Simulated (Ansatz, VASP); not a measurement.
MgS: VASP beside Ansatz

INCAR

```
SYSTEM = MgS
ALGO = Normal
EDIFF = 1E-6
ENCUT = 600
GGA = CA
GGA_COMPAT = .FALSE.
ISIF = 2
ISMEAR = 0
LASPH = .TRUE.
LCHARG = .FALSE.
LREAL = .FALSE.
LWAVE = .FALSE.
NBANDS = 11
NELM = 120
PREC = Accurate
SIGMA = 0.01
```

KPOINTS

```
k-points
0
G
  6 6 6
  0 0 0
```

The input POSCAR:

```
MgS
1.0
    0.0000000000      2.5908405861      2.5518083098
    2.5908405861      0.0000000000      2.5518083098
    2.5908405861      2.5908405861      0.0000000000
Mg S
1 1
Direct
    0.0000000000      0.0000000000      0.0000000000
    0.5000000000      0.5000000000      0.5000000000
```

Input for Ansatz:

```yaml
crystal:
  lattice:
    - [0.0, 2.5908405866, 2.5518083047]
    - [2.5908405866, 0.0, 2.5518083047]
    - [2.5908405866, 2.5908405866, 0.0]
  atoms:
    - { symbol: Mg, position: [0.0, 0.0, 0.0] }
    - { symbol: S, position: [0.5, 0.5, 0.5] }
basis:
  ecutwfc: 420
kpoints:
  mp_grid: { grid: [6, 6, 6] }
  band_path:
    path:
      - [0.0, 0.0, 0.0]
      - [0.0, 0.0, 0.0]
      - [0.0, 0.0, 0.0]
      - [0.0, 0.0, 0.0]
      - [0.0, 0.0, 0.0]
      - [0.0, 0.0, 0.0]
      - [0.0, 0.0, 0.0]
      - [0.0, 0.0, 0.0]
      - [0.0, 0.0, 0.0]
      - [0.0, 0.0, 0.0]
      - [0.0, 0.0, 0.0]
      - [0.0, 0.0, 0.0]
      - [0.0, 0.0, 0.0]
      - [0.0, 0.0, 0.0]
      - [0.0, 0.0, 0.0]
      - [0.0, 0.0, 0.0]
      - [0.0, 0.0, 0.0]
      - [0.0, 0.0, 0.0]
      - [0.0, 0.0, 0.0]
      - [0.0, 0.0, 0.0]
      - [0.0, 0.0, 0.0]
      - [0.0, 0.0, 0.0]
      - [0.0, 0.0, 0.0]
      - [0.0, 0.0, 0.0]
      - [0.0, 0.0, 0.0]
      - [0.0, 0.0, 0.0]
      - [0.3, 0.3, 0.0]
      - [0.3166666667, 0.3166666667, 0.0]
      - [0.3333333333, 0.3333333333, 0.0]
      - [0.35, 0.35, 0.0]
      - [0.3666666667, 0.3666666667, 0.0]
      - [0.3833333333, 0.3833333333, 0.0]
      - [0.4, 0.4, 0.0]
      - [0.4166666667, 0.4166666667, 0.0]
      - [0.4333333333, 0.4333333333, 0.0]
      - [0.45, 0.45, 0.0]
      - [0.4666666667, 0.4666666667, 0.0]
      - [0.4833333333, 0.4833333333, 0.0]
      - [0.5, 0.5, 0.0]
      - [0.0, 0.3, 0.3]
      - [0.0, 0.3166666667, 0.3166666667]
      - [0.0, 0.3333333333, 0.3333333333]
      - [0.0, 0.35, 0.35]
      - [0.0, 0.3666666667, 0.3666666667]
      - [0.0, 0.3833333333, 0.3833333333]
      - [0.0, 0.4, 0.4]
      - [0.0, 0.4166666667, 0.4166666667]
      - [0.0, 0.4333333333, 0.4333333333]
      - [0.0, 0.45, 0.45]
      - [0.0, 0.4666666667, 0.4666666667]
      - [0.0, 0.4833333333, 0.4833333333]
      - [0.0, 0.5, 0.5]
      - [0.5, 0.5, 0.5]
      - [0.5, 0.5, 0.5]
      - [0.5, 0.5, 0.5]
      - [0.5, 0.5, 0.5]
      - [0.5, 0.5, 0.5]
      - [0.5, 0.5, 0.5]
      - [0.5, 0.5, 0.5]
      - [0.5, 0.5, 0.5]
      - [0.5, 0.5, 0.5]
      - [0.5, 0.5, 0.5]
      - [0.5, 0.5, 0.5]
      - [0.5, 0.5, 0.5]
      - [0.5, 0.5, 0.5]
      - [0.0, 0.0, 0.5]
      - [0.0, 0.0, 0.5]
      - [0.0, 0.0, 0.5]
      - [0.0, 0.0, 0.5]
      - [0.0, 0.0, 0.5]
      - [0.0, 0.0, 0.5]
      - [0.0, 0.0, 0.5]
      - [0.0, 0.0, 0.5]
      - [0.0, 0.0, 0.5]
      - [0.0, 0.0, 0.5]
      - [0.0, 0.0, 0.5]
      - [0.0, 0.0, 0.5]
      - [0.0, 0.0, 0.5]
      - [0.5, 0.5, 0.5]
      - [0.5, 0.5, 0.5]
      - [0.5, 0.5, 0.5]
      - [0.5, 0.5, 0.5]
      - [0.5, 0.5, 0.5]
      - [0.5, 0.5, 0.5]
      - [0.5, 0.5, 0.5]
      - [0.5, 0.5, 0.5]
      - [0.5, 0.5, 0.5]
      - [0.5, 0.5, 0.5]
      - [0.5, 0.5, 0.5]
      - [0.5, 0.5, 0.5]
      - [0.5, 0.5, 0.5]
      - [0.0, 0.0, 0.5]
      - [0.0, 0.0, 0.5]
      - [0.0, 0.0, 0.5]
      - [0.0, 0.0, 0.5]
      - [0.0, 0.0, 0.5]
      - [0.0, 0.0, 0.5]
      - [0.0, 0.0, 0.5]
      - [0.0, 0.0, 0.5]
      - [0.0, 0.0, 0.5]
      - [0.0, 0.0, 0.5]
      - [0.0, 0.0, 0.5]
      - [0.0, 0.0, 0.5]
      - [0.0, 0.0, 0.5]
    npoints: 1
hamiltonian:
  xc: lda
  pseudopotentials: { kind: paw, azcp: { folder: soft_1 } }
scf:
  occupations: { method: fixed }
  n_extra_bands: 5
output:
  eigenvalues: true
```

Alike in both runs: task single point; functional LDA; k mesh 6 × 6 × 6; no spin polarisation.

|  | VASP | Ansatz |
| --- | --- | --- |
| version | VASP 6.6.1 | Ansatz 0.2.0 |
| potentials or method | VASP PAW LDA potentials, release 64 (Mg, S), cutoff 600 eV | scalar-relativistic, plane waves, PAW |
| occupations | gaussian, width 0.01 eV | fixed |
| valence electrons in the cell | 8 | 16 |

Ansatz gave:

* gap on the k mesh at the Fermi level (eV): 2.54
* least direct gap on the mesh (eV): 3.68

Problem. Estimate VASP's values.

Solution. gap on the k mesh at the Fermi level (eV): 2.54; least direct gap on the mesh (eV): 3.69.

Ansatz warns that its potentials were made for another functional, while VASP's fit it. LDA's correlation is that of Perdew and Zunger in VASP and of Perdew and Wang (1992) in Ansatz. VASP's potentials hold 8 valence electrons a cell and Ansatz's 16, so a difference there can come from the potentials and not from the codes.
